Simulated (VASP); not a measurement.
# Cd2Se3 (P-3m1) in VASP: a series of runs, part 2 of 2

VASP 6.6.1.

## Step 3: Relaxation of cell and atoms, PBE

This run uses another cell than the first one, of 24.16 Å³/atom, 0.995 times its volume.

File INCAR:

```
PREC = Accurate
ENCUT = 600
EDIFF = 1E-7
ISMEAR = 0
SIGMA = 0.1
LREAL = F
LASPH = T
NELM = 80
ALGO = Normal
ISIF = 3
LWAVE = F
LCHARG = F
GGA = PE
IBRION = 2
NSW = 100
EDIFFG = -0.01
```

File KPOINTS:

```
Automatic mesh
0
Gamma
  12 12 4
```

File POSCAR:

```
Cd2Se3
1.0
    3.9780997755      0.0000000000      0.0000000000
   -1.9890498878      3.4451354644      0.0000000000
    0.0000000000      0.0000000000      8.8140692634
Cd Se
2 3
Direct
    0.6666666667      0.3333333333      0.8029968202
    0.3333333333      0.6666666667      0.1970031798
    0.6666666667      0.3333333333      0.3683831847
    0.3333333333      0.6666666667      0.6316168153
    0.0000000000      0.0000000000      0.0000000000
```

Potentials or basis: VASP PAW PBE potentials, release 64 (Cd, Se).

Run with:

```
$ cat potpaw_PBE.64/Cd/POTCAR potpaw_PBE.64/Se/POTCAR > POTCAR
$ mpirun -np 1 vasp_std > vasp.out
```

OUTCAR:

```text
PREC = Accurate
   ENCUT = 600
   EDIFF = 1E-7
   ISMEAR = 0
   LREAL = F
   LASPH = T
   NELM = 80
   ISIF = 3
   GGA = PE
   IBRION = 2
   NSW = 100
   EDIFFG = -0.01

 ion  position               nearest neighbor table
   1  0.667  0.333  0.803-   4 2.75   4 2.75   4 2.75   5 2.88   5 2.88   5 2.88
   2  0.333  0.667  0.197-   3 2.75   3 2.75   3 2.75   5 2.88   5 2.88   5 2.88
   3  0.667  0.333  0.368-   2 2.75   2 2.75   2 2.75
   4  0.333  0.667  0.632-   1 2.75   1 2.75   1 2.75
   5  0.000  0.000  0.000-   1 2.88   2 2.88   1 2.88   2 2.88   1 2.88   2 2.88

  LATTYP: Found a hexagonal cell.
 ALAT       =     3.9780997755
 C/A-ratio  =     2.2156481136

  Lattice vectors:

 A1 = (   3.9780997755,   0.0000000000,   0.0000000000)
 A2 = (  -1.9890498878,   3.4451354644,   0.0000000000)
 A3 = (   0.0000000000,   0.0000000000,   8.8140692634)

Analysis of symmetry for initial positions (statically):
=====================================================================
 Subroutine PRICEL returns:
 Original cell was already a primitive cell.

 Routine SETGRP: Setting up the symmetry group for a
 hexagonal supercell.

 Subroutine GETGRP returns: Found 12 space group operations
 (whereof 12 operations were pure point group operations)
 out of a pool of 24 trial point group operations.

The static configuration has the point symmetry D_3d.

Analysis of symmetry for dynamics (positions and initial velocities):
=====================================================================
 Subroutine PRICEL returns:
 Original cell was already a primitive cell.

 Routine SETGRP: Setting up the symmetry group for a
 hexagonal supercell.

 Subroutine GETGRP returns: Found 12 space group operations
 (whereof 12 operations were pure point group operations)
 out of a pool of 24 trial point group operations.

The dynamic configuration has the point symmetry D_3d.

 Subroutine INISYM returns: Found 12 space group operations
 (whereof 12 operations are pure point group operations),
 and found     1 'primitive' translations

----------------------------------------------------------------------------------------

                                     Primitive cell

  volume of cell :     120.7976

  direct lattice vectors                    reciprocal lattice vectors
     3.978099776  0.000000000  0.000000000     0.251376299  0.145132174  0.000000000
    -1.989049888  3.445135464  0.000000000     0.000000000  0.290264348  0.000000000
     0.000000000  0.000000000  8.814069263     0.000000000  0.000000000  0.113454974

  length of vectors
     3.978099776  3.978099776  8.814069263     0.290264348  0.290264348  0.113454974

  position of ions in fractional coordinates (direct lattice)
     0.666666667  0.333333333  0.802996820
     0.333333333  0.666666667  0.197003180
     0.666666667  0.333333333  0.368383185
     0.333333333  0.666666667  0.631616815
     0.000000000  0.000000000  0.000000000

  ion indices of the primitive-cell ions
   primitive index   ion index
                 1           1
                 2           2
                 3           3
                 4           4
                 5           5

[... 28 lines left out ...]
  0.000000  0.000000  0.000000      1.000000
  0.083333 -0.000000  0.000000      6.000000
  0.166667  0.000000  0.000000      6.000000
  0.250000  0.000000  0.000000      6.000000
  0.333333  0.000000  0.000000      6.000000
  0.416667 -0.000000  0.000000      6.000000
[... 16 lines left out ...]
  0.166667  0.000000  0.250000      6.000000
  0.000000  0.166667  0.250000      6.000000
 [... further k-points ...]
   k-points           NKPTS =     69   k-points in BZ     NKDIM =     69   number of bands    NBANDS=     25
   number of dos      NEDOS =    301   number of ions     NIONS =      5
   total plane-waves  NPLWV =  71680
   dimension x,y,z NGX =    32 NGY =   32 NGZ =   70
   dimension x,y,z NGXF=    64 NGYF=   64 NGZF=  140
   ions per type =               2   3
   NGX,Y,Z   is equivalent  to a cutoff of  13.37, 13.37, 13.20 a.u.
   NGXF,Y,Z  is equivalent  to a cutoff of  26.75, 26.75, 26.41 a.u.
 SYSTEM =  unknown system
   PREC   = accura    normal or accurate (medium, high low for compatibility)
   ISTART =      0    job   : 0-new  1-cont  2-samecut
   ICHARG =      2    charge: 1-file 2-atom 10-const
   ISPIN  =      1    spin polarized calculation?
   LNONCOLLINEAR =      F non collinear calculations
   LSORBIT =      F    spin-orbit coupling
   LASPH  =      T    aspherical Exc in radial PAW
   ENCUT  =  600.0 eV  44.10 Ry    6.64 a.u.   7.95  7.95 17.60*2*pi/ulx,y,z
   NELM   =     80;   NELMIN=  2; NELMDL= -5     # of ELM steps
   EDIFF  = 0.1E-06   stopping-criterion for ELM
   LREAL  =      F    real-space projection
   EDIFFG = -.1E-01   stopping-criterion for IOM
   NSW    =    100    number of steps for IOM
   IBRION =      2    ionic relax: 0-MD 1-quasi-New 2-CG
   NFREE  =      1    steps in history (QN), initial steepest desc. (CG)
   ISIF   =      3    stress and relaxation
   ISYM   =      2    0-nonsym 1-usesym 2-fastsym
   POTIM  = 0.5000    time-step for ionic-motion
   TEBEG  =    0.0;   TEEND  =   0.0 temperature during run
   PSTRESS=    0.0 pullay stress
   NELECT =      42.0000    total number of electrons
   NUPDOWN=      -1.0000    fix difference up-down
   EMIN   =  10.00;   EMAX   =-10.00  energy-range for DOS
   EFERMI =   0.00;   METHOD = LEGACY
   ISMEAR =     0;   SIGMA  =   0.10  broadening in eV -4-tet -1-fermi 0-gaus
   EFERMI_NEDOS =   21; number of points for ismear=-14 and -15
   IALGO  =     38    algorithm
   IMIX   =      4    mixing-type and parameters
     AMIX     =   0.40;   BMIX     =  1.00
     AMIX_MAG =   1.60;   BMIX_MAG =  1.00
  volume/ion in A,a.u.               =      24.16       163.04
  Fermi-wavevector in a.u.,A,eV,Ry     =   1.151167  2.175391 18.030253  1.325186
  Thomas-Fermi vector in A             =   2.287827
   LORBIT       =      0    0 simple, 1 ext, 2 COOP (PROOUT), +10 PAW based schemes
   GGA     = PE    functional components
   LHFCALC =     F    Hartree Fock is set to
   AEXX    =    0.0000 exact exchange contribution
   IVDW    =     0    specifies the selected vdW correction
   LEPSILON=     F    determine dielectric tensor
   LRPA    =     F    only Hartree local field effects (RPA)
 conjugate gradient relaxation of ions
 non-spin polarized calculation
 Gauss-broadening in eV      SIGMA  =   0.10
  energy-cutoff  :      600.00
  volume of cell :      120.80
 maximum number of plane-waves:      4068
   NGX = 15   NGY = 15   NGZ = 35

--------------------------------------- Ionic step        1  -------------------------------------------

 number of electron      42.0000006 magnetization

 Free energy of the ion-electron system (eV)
  ---------------------------------------------------
  ext. energy  EPLUGINS =         0.00000000
  ---------------------------------------------------
  free energy    TOTEN  =       -12.84044530 eV

  energy without entropy =      -12.81727140  energy(sigma->0) =      -12.82885835

------------------------ aborting loop because EDIFF is reached ----------------------------------------

  FORCE on cell =-STRESS in cart. coord.  units (eV):
  Direction    XX          YY          ZZ          XY          YZ          ZX
  --------------------------------------------------------------------------------------
  -------------------------------------------------------------------------------------
  Total        0.5063973      0.5063973      0.0771356     -0.0000000      0.0000000     -0.0000000
  in kB        6.7165075      6.7165075      1.0230741     -0.0000000      0.0000000     -0.0000000
  external PRESSURE =       4.8186964 kB  Pullay stress =       0.0000000 kB
[... 221 lines left out ...]
--------------------------------------- Ionic step        7  -------------------------------------------

 number of electron      42.0000004 magnetization

 Free energy of the ion-electron system (eV)
  ---------------------------------------------------
  ext. energy  EPLUGINS =         0.00000000
  ---------------------------------------------------
  free energy    TOTEN  =       -12.84406119 eV

  energy without entropy =      -12.82015686  energy(sigma->0) =      -12.83210903

 E-fermi :   2.2419     XC(G=0):  -9.7958

 val. band max:        2.2264302499   @ k =   0.2500   0.0000   0.0000
 cond. band min:       2.2550880904   @ k =  -0.1667   0.4167   0.2500
 fundamental gap:      0.0286578404
 Fermi energy:         2.2418503727

 k-point     1 :       0.0000    0.0000    0.0000
  band No.  band energies     occupation
      1     -11.0179      2.00000
      2     -10.2422      2.00000
      3      -9.7470      2.00000
      4      -5.9217      2.00000
      5      -5.9217      2.00000
      6      -5.8387      2.00000
[... 661 lines left out ...]
     24       6.3013      0.00000
     25       7.2154      0.00000

 [... further k-points ...]
[... 5 lines left out ...]
  --------------------------------------------------------------------------------------
  -------------------------------------------------------------------------------------
  Total       -0.0073161     -0.0073161     -0.0083507      0.0000000      0.0000000     -0.0000000
  in kB       -0.0961638     -0.0961638     -0.1097632      0.0000000      0.0000000     -0.0000000
  external PRESSURE =      -0.1006969 kB  Pullay stress =       0.0000000 kB
[... 20 lines left out ...]
  FREE ENERGIE OF THE ION-ELECTRON SYSTEM (eV)
  ---------------------------------------------------
  free  energy   TOTEN  =       -12.8440611934 eV

  energy  without entropy=      -12.8201568571  energy(sigma->0) =      -12.83210903

 reached required accuracy - stopping structural energy minimisation
```

OSZICAR:

```text
N       E                     dE             d eps       ncg     rms          rms(c)
DAV:   1     0.297410866529E+03    0.29741E+03   -0.21949E+04  3450   0.172E+03
[... 61 lines left out ...]
DAV:   1    -0.128441535661E+02   -0.12918E-03   -0.12279E-01  3501   0.207E+00    0.961E-02
DAV:   2    -0.128440897634E+02    0.63803E-04   -0.10475E-03  3993   0.260E-01    0.322E-02
DAV:   3    -0.128440686390E+02    0.21124E-04   -0.45432E-05  4039   0.530E-02    0.230E-02
DAV:   4    -0.128440622282E+02    0.64108E-05   -0.80780E-06  3813   0.185E-02    0.701E-03
DAV:   5    -0.128440613274E+02    0.90078E-06   -0.97105E-07  4073   0.823E-03    0.252E-03
DAV:   6    -0.128440611389E+02    0.18853E-06   -0.16148E-07  1819   0.337E-03    0.985E-04
DAV:   7    -0.128440611934E+02   -0.54473E-07   -0.22075E-08  1734   0.129E-03
   7 F= -.12844061E+02 E0= -.12832109E+02  d E =-.797320E-04
```

It took 5.4 min on 1 thread of Intel Xeon 6975P-C (Granite Rapids), shared host; peak memory 0.43 GiB.

What came out:

- Free energy: -12.8441 eV
- Relaxed volume: 24.38 Å³/atom
- Relaxed cell: a = 4.008 Å, b = 4.008 Å, c = 8.760 Å, α = 90.00°, β = 90.00°, γ = 120.00°
- Space group after relaxing (to 0.05 Å): P-3m1 (No. 164)
- Energy gained by relaxing: 0.7 meV/atom
- Ionic steps: 7
- Pressure after relaxing: 0.0 GPa
- Largest force after relaxing: 0.004 eV/Å
- Band gap on the k mesh: zero (band 21 reaches 2.56 eV, above the bottom of band 22 at 1.12 eV)

Forces on the atoms (eV/Å):
```
Cd   0.000  0.000  0.002
Cd   0.000  0.000 -0.002
Se   0.000  0.000 -0.004
Se   0.000  0.000  0.004
Se   0.000  0.000  0.000
```

Step by step:
| step | energy change (eV) | largest force (eV/Å) | pressure (GPa) | volume (Å³) |
| --- | --- | --- | --- | --- |
| 1 | 0.0000 | 0.0629 | 0.48 | 120.80 |
| 2 | -0.0025 | 0.0172 | -0.14 | 122.07 |
| 3 | -0.0025 | 0.0161 | -0.11 | 122.01 |
| 4 | -0.0032 | 0.0164 | -0.06 | 121.92 |
| 5 | -0.0035 | 0.0168 | 0.01 | 121.78 |
| 6 | -0.0036 | 0.0110 | 0.01 | 121.81 |
| 7 | -0.0036 | 0.0044 | -0.01 | 121.89 |

Final structure:
```
CELL_PARAMETERS angstrom
4.00829 0.00000 0.00000
-2.00415 3.47128 0.00000
0.00000 0.00000 8.76047
ATOMIC_POSITIONS crystal
Cd 0.66667 0.33333 0.80243
Cd 0.33333 0.66667 0.19757
Se 0.66667 0.33333 0.36870
Se 0.33333 0.66667 0.63130
Se 0.00000 0.00000 0.00000
```
